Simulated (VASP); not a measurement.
Input of a VASP 6.6.1 run:

Contents of INCAR:

```
ALGO = Normal ; EDIFF = 1E-6
EDIFFG = -0.05 ; ENCUT = 600
GGA = PE ; IBRION = 2
ISIF = 3 ; ISMEAR = 0
IVDW = 12 ; LASPH = T
LCHARG = F ; LREAL = F
LWAVE = F ; NELM = 80
NSW = 80 ; PREC = Accurate
SIGMA = 0.1
```

File KPOINTS:

```
k-points
0
Gamma
  6 6 4
```

The input POSCAR:

```
Ge
1.0
    3.2916078481      0.0000000000      0.0000000000
   -1.6458039241      2.8506160158      0.0000000000
    0.0000000000      0.0000000000      4.7642258215
Ge
2
Direct
    0.3333333333      0.6666666667      0.0000000000
    0.6666666667      0.3333333333      0.0000000000
```

Potentials or basis: VASP PAW PBE potentials, release 64 (Ge_d).

The run is started by

```console
$ cat potpaw_PBE.64/Ge_d/POTCAR > POTCAR
$ mpirun -np 1 vasp_std > vasp.out
```

(1) What does it give for the relaxed cell?

(2) Predict the space group after relaxing (to 0.05 Å).

(3) Estimate the band gap on the k mesh.

(4) Predict the relaxed volume.

## Answers

(1) a = 4.208 Å, b = 4.208 Å, c = 3.232 Å, α = 90.00°, β = 90.00°, γ = 120.00°.

(2) P6/mmm (No. 191).

(3) zero (band 14 reaches 7.96 eV, above the bottom of band 15 at 1.99 eV).

(4) 24.78 Å³/atom.

Caveat: the k points lie up to 0.49 Å⁻¹ apart in the final cell; pairwise dispersion overbinds metals, which lowers pressure and volume.
